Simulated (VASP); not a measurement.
# Si31Ge (a cell with a defect) in VASP: single point with PBEsol

Aim: the single point of Si31Ge (a cell with a defect) with PBEsol.

Everything below comes from runs of VASP 6.6.1. Logs are shortened: lines on timing, memory, paths and dates and some standing lists are left out, and cuts for length are marked.

## (1) The cell of the first run

The cell holds a defect, 32 atoms: a = 9.412 Å, b = 9.412 Å, c = 9.412 Å, α = 109.47°, β = 109.47°, γ = 109.47°.

## (2) Single point, PBEsol

The input, INCAR:

```
ALGO = Normal
EDIFF = 1E-6
ENCUT = 520
GGA = PS
ISIF = 2
ISMEAR = 0
LASPH = T
LCHARG = F
LREAL = Auto
LWAVE = F
NBANDS = 91
NELM = 100
PREC = Accurate
SIGMA = 0.02
```

The input, KPOINTS:

```
Automatic mesh
0
Gamma
  2 2 2
  0.5 0.5 0.5
```

The input, POSCAR:

```
Si31Ge
1.0
   -5.4338340904     -5.4338340904     -5.4338340904
    5.4338340904      5.4338340904     -5.4338340904
    5.4338340904     -5.4338340904      5.4338340904
Ge Si
1 31
Direct
    0.5000000000      0.7500000000      0.5000000000
    0.5000000000      0.4995278347      0.7505461226
    0.2495278347      0.7500000000      0.7505461226
    0.5000000000      0.2500000000      0.0000000000
    0.2494538774      0.4994538774     -0.0010182880
    0.0000000000      0.7500000000      0.0000000000
    0.5000000000      0.0005461226      0.2495278347
    0.2494538774      0.2489817120      0.2494538774
   -0.0010182880      0.4994538774      0.2494538774
    0.7505461226      0.7500000000      0.2495278347
    0.2495278347      0.0005461226      0.5000000000
    0.0000000000      0.2500000000      0.5000000000
    0.7505461226      0.4995278347      0.5000000000
    0.0010182880      0.0004721653      0.7504721653
    0.7504721653      0.2510182880      0.7504721653
    0.7504721653      0.0004721653      0.0010182880
    0.7536725887      0.7500000000      0.5000000000
    0.7502653719      0.5005659545      0.7502653719
    0.5000000000      0.7500000000      0.7536725887
    0.7494340455      0.2496994174     -0.0003005826
    0.5000000000      0.4997346281      0.0003005826
    0.2497346281      0.7500000000      0.0003005826
    0.7502653719      0.0002653719      0.2505659545
    0.5000000000      0.2503005826      0.2497346281
    0.2463274113      0.4963274113      0.2463274113
    0.0003005826      0.7500000000      0.2497346281
    0.5000000000      0.0036725887      0.5000000000
    0.2497346281      0.2503005826      0.5000000000
    0.0003005826      0.4997346281      0.5000000000
    0.2505659545      0.0002653719      0.7502653719
   -0.0003005826      0.2496994174      0.7494340455
   -0.0003005826     -0.0005659545     -0.0003005826
```

Potentials or basis: VASP PAW PBE potentials, release 64 (Ge_d, Si).

The run is started by

```bash
cat potpaw_PBE.64/Ge_d/POTCAR potpaw_PBE.64/Si/POTCAR > POTCAR
mpirun -np 1 vasp_std > vasp.out
```

OUTCAR:

```text
EDIFF = 1E-6
   ENCUT = 520
   GGA = PS
   ISIF = 2
   ISMEAR = 0
   LASPH = T
   LREAL = Auto
   NELM = 100
   PREC = Accurate

 ion  position               nearest neighbor table
   1  0.500  0.750  0.500-  17 2.39  19 2.39  25 2.39  27 2.39
   2  0.500  0.500  0.751-  19 2.35  21 2.35  28 2.35  18 2.35
   3  0.250  0.750  0.751-  19 2.35  22 2.35  29 2.35  30 2.35
   4  0.500  0.250  0.000-  20 2.35  21 2.35  24 2.35  30 2.35
   5  0.249  0.499  0.999-  25 2.35  31 2.35  21 2.35  22 2.35
   6  0.000  0.750  0.000-  18 2.35  22 2.35  26 2.35  32 2.35
[... 24 lines left out ...]
  31  1.000  0.250  0.749-  12 2.35   5 2.35  14 2.35  15 2.35
  32  1.000  0.999  1.000-   6 2.35   8 2.35  14 2.35  16 2.35

  LATTYP: Found a body centered cubic cell.
 ALAT       =    10.8676681808

  Lattice vectors:

 A1 = (  -5.4338340904,  -5.4338340904,  -5.4338340904)
 A2 = (   5.4338340904,   5.4338340904,  -5.4338340904)
 A3 = (   5.4338340904,  -5.4338340904,   5.4338340904)

Analysis of symmetry for initial positions (statically):
=====================================================================
 Subroutine PRICEL returns:
 Original cell was already a primitive cell.

 Routine SETGRP: Setting up the symmetry group for a
 body centered cubic supercell.

 Subroutine GETGRP returns: Found 24 space group operations
 (whereof  2 operations were pure point group operations)
 out of a pool of 48 trial point group operations.

The static configuration has the point symmetry C_1h.
 The point group associated with its full space group is T_d .

Analysis of symmetry for dynamics (positions and initial velocities):
=====================================================================
 Subroutine PRICEL returns:
 Original cell was already a primitive cell.

 Routine SETGRP: Setting up the symmetry group for a
 body centered cubic supercell.

 Subroutine GETGRP returns: Found 24 space group operations
 (whereof  2 operations were pure point group operations)
 out of a pool of 48 trial point group operations.

The dynamic configuration has the point symmetry C_1h.
 The point group associated with its full space group is T_d .

 Subroutine INISYM returns: Found 24 space group operations
 (whereof  2 operations are pure point group operations),
 and found     1 'primitive' translations

----------------------------------------------------------------------------------------

                                     Primitive cell

  volume of cell :     641.7696

  direct lattice vectors                    reciprocal lattice vectors
    -5.433834090 -5.433834090 -5.433834090     0.000000000 -0.092016059 -0.092016059
     5.433834090  5.433834090 -5.433834090     0.092016059  0.000000000 -0.092016059
     5.433834090 -5.433834090  5.433834090     0.092016059 -0.092016059  0.000000000

  length of vectors
     9.411676724  9.411676724  9.411676724     0.130130359  0.130130359  0.130130359

  position of ions in fractional coordinates (direct lattice)
     0.500000000  0.750000000  0.500000000
     0.500000000  0.499527835  0.750546123
     0.249527835  0.750000000  0.750546123
     0.500000000  0.250000000  0.000000000
     0.249453877  0.499453877  0.998981712
     0.000000000  0.750000000  0.000000000
[... 24 lines left out ...]
     0.999699417  0.249699417  0.749434046
     0.999699417  0.999434046  0.999699417

  ion indices of the primitive-cell ions
   primitive index   ion index
                 1           1
                 2           2
                 3           3
                 4           4
                 5           5
                 6           6
[... 24 lines left out ...]
                31          31
                32          32

----------------------------------------------------------------------------------------

 KPOINTS: Automatic mesh

Automatic generation of k-mesh.
 Grid dimensions read from file:
 generate k-points for:    2    2    2

 Generating k-lattice:

  Cartesian coordinates                     Fractional coordinates (reciprocal lattice)
     0.000000000 -0.046008030 -0.046008030     0.500000000  0.000000000  0.000000000
     0.046008030  0.000000000 -0.046008030     0.000000000  0.500000000  0.000000000
     0.046008030 -0.046008030  0.000000000     0.000000000  0.000000000  0.500000000

  Length of vectors
     0.065065180  0.065065180  0.065065180

  Shift w.r.t. Gamma in fractional coordinates (k-lattice)
     0.500000000  0.500000000  0.500000000

 Subroutine IBZKPT returns following result:
 ===========================================

 Found      2 irreducible k-points:

 Following reciprocal coordinates:
            Coordinates               Weight
  0.250000  0.250000  0.250000      2.000000
 -0.250000  0.250000  0.250000      6.000000
   k-points           NKPTS =      2   k-points in BZ     NKDIM =      2   number of bands    NBANDS=     91
   number of dos      NEDOS =    301   number of ions     NIONS =     32
   total plane-waves  NPLWV = 343000
   dimension x,y,z NGX =    70 NGY =   70 NGZ =   70
   dimension x,y,z NGXF=   140 NGYF=  140 NGZF=  140
   ions per type =               1  31
   NGX,Y,Z   is equivalent  to a cutoff of  12.36, 12.36, 12.36 a.u.
   NGXF,Y,Z  is equivalent  to a cutoff of  24.73, 24.73, 24.73 a.u.
 SYSTEM =  unknown system
   PREC   = accura    normal or accurate (medium, high low for compatibility)
   ISTART =      0    job   : 0-new  1-cont  2-samecut
   ICHARG =      2    charge: 1-file 2-atom 10-const
   ISPIN  =      1    spin polarized calculation?
   LNONCOLLINEAR =      F non collinear calculations
   LSORBIT =      F    spin-orbit coupling
   LASPH  =      T    aspherical Exc in radial PAW
   ENCUT  =  520.0 eV  38.22 Ry    6.18 a.u.  17.50 17.50 17.50*2*pi/ulx,y,z
   NELM   =    100;   NELMIN=  2; NELMDL= -5     # of ELM steps
   EDIFF  = 0.1E-05   stopping-criterion for ELM
   LREAL  =      T    real-space projection
   EDIFFG = 0.1E-04   stopping-criterion for IOM
   NSW    =      0    number of steps for IOM
   IBRION =     -1    ionic relax: 0-MD 1-quasi-New 2-CG
   NFREE  =      0    steps in history (QN), initial steepest desc. (CG)
   ISIF   =      2    stress and relaxation
   ISYM   =      2    0-nonsym 1-usesym 2-fastsym
   POTIM  = 0.5000    time-step for ionic-motion
   TEBEG  =    0.0;   TEEND  =   0.0 temperature during run
   PSTRESS=    0.0 pullay stress
   NELECT =     138.0000    total number of electrons
   NUPDOWN=      -1.0000    fix difference up-down
   EMIN   =  10.00;   EMAX   =-10.00  energy-range for DOS
   EFERMI =   0.00;   METHOD = LEGACY
   ISMEAR =     0;   SIGMA  =   0.02  broadening in eV -4-tet -1-fermi 0-gaus
   EFERMI_NEDOS =   21; number of points for ismear=-14 and -15
   IALGO  =     38    algorithm
   IMIX   =      4    mixing-type and parameters
     AMIX     =   0.40;   BMIX     =  1.00
     AMIX_MAG =   1.60;   BMIX_MAG =  1.00
  volume/ion in A,a.u.               =      20.06       135.34
  Fermi-wavevector in a.u.,A,eV,Ry     =   0.980787  1.853419 13.088038  0.961944
  Thomas-Fermi vector in A             =   2.111744
   LORBIT       =      0    0 simple, 1 ext, 2 COOP (PROOUT), +10 PAW based schemes
   GGA     = PS    functional components
   LHFCALC =     F    Hartree Fock is set to
   AEXX    =    0.0000 exact exchange contribution
   IVDW    =     0    specifies the selected vdW correction
   LEPSILON=     F    determine dielectric tensor
   LRPA    =     F    only Hartree local field effects (RPA)
 non-spin polarized calculation
 Gauss-broadening in eV      SIGMA  =   0.02
  energy-cutoff  :      520.00
  volume of cell :      641.77
 maximum number of plane-waves:     17304
 NGX is ok and might be reduce to    70
   NGX = 35   NGY = 35   NGZ = 35

 number of electron     138.0000006 magnetization

 Free energy of the ion-electron system (eV)
  ---------------------------------------------------
  ext. energy  EPLUGINS =         0.00000000
  ---------------------------------------------------
  free energy    TOTEN  =      -182.97443121 eV

  energy without entropy =     -182.97443121  energy(sigma->0) =     -182.97443121

 E-fermi :   5.1990     XC(G=0):  -9.5821

 val. band max:        5.0520880929   @ k =   0.2500   0.2500   0.2500
 cond. band min:       6.2792938492   @ k =  -0.2500   0.2500   0.2500
 fundamental gap:      1.2272057563
 Fermi energy:         5.1990256197

 k-point     1 :       0.2500    0.2500    0.2500
  band No.  band energies     occupation
      1     -18.3037      2.00000
      2     -18.3037      2.00000
      3     -18.3037      2.00000
      4     -18.2772      2.00000
      5     -18.2772      2.00000
      6      -5.5322      2.00000
[... 73 lines left out ...]
     80       7.2657      0.00000
     81       7.2657      0.00000

 k-point     2 :      -0.2500    0.2500    0.2500
  band No.  band energies     occupation
      1     -18.3037      2.00000
      2     -18.3037      2.00000
      3     -18.3037      2.00000
      4     -18.2772      2.00000
      5     -18.2772      2.00000
      6      -5.9830      2.00000
[... 73 lines left out ...]
     80       8.1038      0.00000
     81       8.1336      0.00000
 [bands above 81 left out]

------------------------ aborting loop because EDIFF is reached ----------------------------------------

  FORCE on cell =-STRESS in cart. coord.  units (eV):
  Direction    XX          YY          ZZ          XY          YZ          ZX
  --------------------------------------------------------------------------------------
  -------------------------------------------------------------------------------------
  Total        1.8295285      1.8295285      1.8295285      0.0000000      0.0000000      0.0000000
  in kB        4.5674168      4.5674168      4.5674168      0.0000000      0.0000000      0.0000000
  external PRESSURE =       4.5674168 kB  Pullay stress =       0.0000000 kB

 VOLUME and BASIS-vectors are now :
 -----------------------------------------------------------------------------
  energy-cutoff  :      520.00
  volume of cell :      641.77
      direct lattice vectors                 reciprocal lattice vectors
    -5.433834090 -5.433834090 -5.433834090     0.000000000 -0.092016059 -0.092016059
     5.433834090  5.433834090 -5.433834090     0.092016059  0.000000000 -0.092016059
     5.433834090 -5.433834090  5.433834090     0.092016059 -0.092016059  0.000000000

 POSITION                                       TOTAL-FORCE (eV/Angst)
 -----------------------------------------------------------------------------------
      4.07538     -1.35846     -4.07538        -0.000000     -0.000000      0.000000
      4.07578     -4.08091     -1.35293         0.001978      0.003340     -0.003340
      6.79783     -1.35886     -1.35293        -0.003340     -0.001978     -0.003340
     -1.35846     -1.35846     -4.07538        -0.000000     -0.000000      0.000000
      6.78676     -4.06984      1.35886         0.003340     -0.003340      0.001978
      4.07538      4.07538     -4.07538        -0.000000     -0.000000      0.000000
[... 24 lines left out ...]
     -0.00308     -8.14768     -2.71673         0.000891     -0.000891     -0.000886
      5.43076     -5.43364     -5.43076         0.000891     -0.000886     -0.000891
 -----------------------------------------------------------------------------------
    total drift:                               -0.000004      0.000004      0.000006

  FREE ENERGIE OF THE ION-ELECTRON SYSTEM (eV)
  ---------------------------------------------------
  free  energy   TOTEN  =      -182.9744312124 eV

  energy  without entropy=     -182.9744312124  energy(sigma->0) =     -182.97443121
```

Run time: 1.7 min. Hardware: 1 thread of Intel Xeon 6975P-C (Granite Rapids), shared host; peak memory 0.68 GiB.

Results:

- Free energy: -182.9744 eV
- Pressure: 0.5 GPa
- Largest force: 0.006 eV/Å
- Band gap on the k mesh: 1.23 eV

Forces on the atoms (eV/Å):
```
Ge   0.000  0.000  0.000
Si   0.002  0.003 -0.003
Si  -0.003 -0.002 -0.003
Si   0.000  0.000  0.000
Si   0.003 -0.003  0.002
Si   0.000  0.000  0.000
Si   0.002 -0.003  0.003
Si   0.003  0.002 -0.003
Si  -0.002 -0.003 -0.003
Si   0.003 -0.002  0.003
Si  -0.003 -0.003 -0.002
Si   0.000  0.000  0.000
Si   0.003  0.003 -0.002
Si  -0.002  0.003  0.003
Si  -0.003  0.002  0.003
Si  -0.003  0.003  0.002
Si   0.004  0.004  0.004
Si  -0.001 -0.001  0.001
Si  -0.004  0.004 -0.004
Si   0.001 -0.001 -0.001
Si  -0.001  0.001 -0.001
Si  -0.001  0.001 -0.001
Si  -0.001  0.001 -0.001
Si  -0.001 -0.001  0.001
Si   0.004 -0.004 -0.004
Si   0.001  0.001  0.001
Si  -0.004 -0.004  0.004
Si  -0.001 -0.001  0.001
Si   0.001  0.001  0.001
Si   0.001  0.001  0.001
Si   0.001 -0.001 -0.001
Si   0.001 -0.001 -0.001
```

Levels at points of the mesh, in eV from the valence-band top:
| k point | band 67 | band 68 | band 69 | band 70 | band 71 | band 72 |
| --- | --- | --- | --- | --- | --- | --- |
| (0.25, 0.25, 0.25) | 0.00 | 0.00 | 0.00 | 2.02 | 2.11 | 2.11 |

Caveat: the PAW data sets were made with another functional, which shifts forces and pressure a little.
